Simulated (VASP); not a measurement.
Wanted: the native input for a VASP 6.6.1 run.

| Item | Value |
| --- | --- |
| Task | single point |
| Functional | LDA |
| Potentials or basis | VASP PAW LDA potentials, release 64 (Nb_sv, Si) |
| Cutoff | 520 eV |
| k mesh | 9 × 9 × 9 |
| Occupations | fermi-dirac, width 0.05 eV |
| Spin | no spin polarisation |
| Hubbard terms | Nb d U = 4.0 eV |
| Dipole correction | no |
| k mesh for the DOS | 14 × 14 × 14 |
| Occupations for the DOS | tetrahedron |
| Further INCAR settings | ALGO = Normal; EDIFF = 1e-06; NBANDS = 16 |

Crystal: NbSi.

```
Nb Si
1.0
     0.00000    2.57383    2.57383
     2.57383    0.00000    2.57383
     2.57383    2.57383    0.00000
Nb Si
1 1
Cartesian
  0.0000 0.0000 0.0000
  2.5738 2.5738 2.5738
```

These files were run (other wordings do the same):

POSCAR

```
NbSi
1.0
    0.0000000000      2.5738300000      2.5738300000
    2.5738300000      0.0000000000      2.5738300000
    2.5738300000      2.5738300000      0.0000000000
Nb Si
1 1
Direct
    0.0000000000      0.0000000000      0.0000000000
    0.5000000000      0.5000000000      0.5000000000
```

INCAR.step1

```
SYSTEM = NbSi
  PREC = Accurate
  ENCUT = 520
  EDIFF = 1E-6
  ISMEAR = -1
  SIGMA = 0.05
  LREAL = .False.
  LASPH = .True.
  NELM = 150
  ALGO = Normal
  ISIF = 2
  LWAVE = .False.
  LCHARG = .True.
  LMAXMIX = 4
  LDAU = .True.
  LDAUTYPE = 2
  LDAUL = 2 -1
  LDAUU = 4 0
  LDAUJ = 0 0
  LDAUPRINT = 1
  GGA = CA
  NBANDS = 16
```

KPOINTS.step1

```
Automatic mesh
0
Gamma
  9 9 9
  0 0 0
```

INCAR.step2

```
SYSTEM = NbSi
  PREC = Accurate
  ENCUT = 520
  EDIFF = 1E-6
  ISMEAR = -5
  SIGMA = 0.05
  LREAL = .False.
  LASPH = .True.
  NELM = 150
  ALGO = Normal
  ISIF = 2
  LWAVE = .False.
  LCHARG = .False.
  LMAXMIX = 4
  LDAU = .True.
  LDAUTYPE = 2
  LDAUL = 2 -1
  LDAUU = 4 0
  LDAUJ = 0 0
  LDAUPRINT = 1
  GGA = CA
  LORBIT = 11
  NBANDS = 16
  NEDOS = 2001
  ICHARG = 11
```

KPOINTS.step2

```
Automatic mesh
0
Gamma
  14 14 14
  0 0 0
```

Potentials or basis: VASP PAW LDA potentials, release 64 (Nb_sv, Si).

The run is started by

```bash
$ cat potpaw_LDA.64/Nb_sv/POTCAR potpaw_LDA.64/Si/POTCAR > POTCAR
$ cp INCAR.step1 INCAR
$ cp KPOINTS.step1 KPOINTS
$ mpirun -np 1 vasp_std > vasp.out
$ cp INCAR.step2 INCAR
$ cp KPOINTS.step2 KPOINTS
$ mpirun -np 1 vasp_std > vasp.out
```

It gave:

```json
{
 "Valence electrons inside the program's atomic spheres": "Nb 10.40; Si 1.79"
}
```

Caveat: U without spin polarisation on a metal has little footing; the U is typed as a test and isn't derived for this compound.

Wall time 86 s on 1 thread of AMD EPYC 7R13 (shared host), peak memory 0.14 GiB.
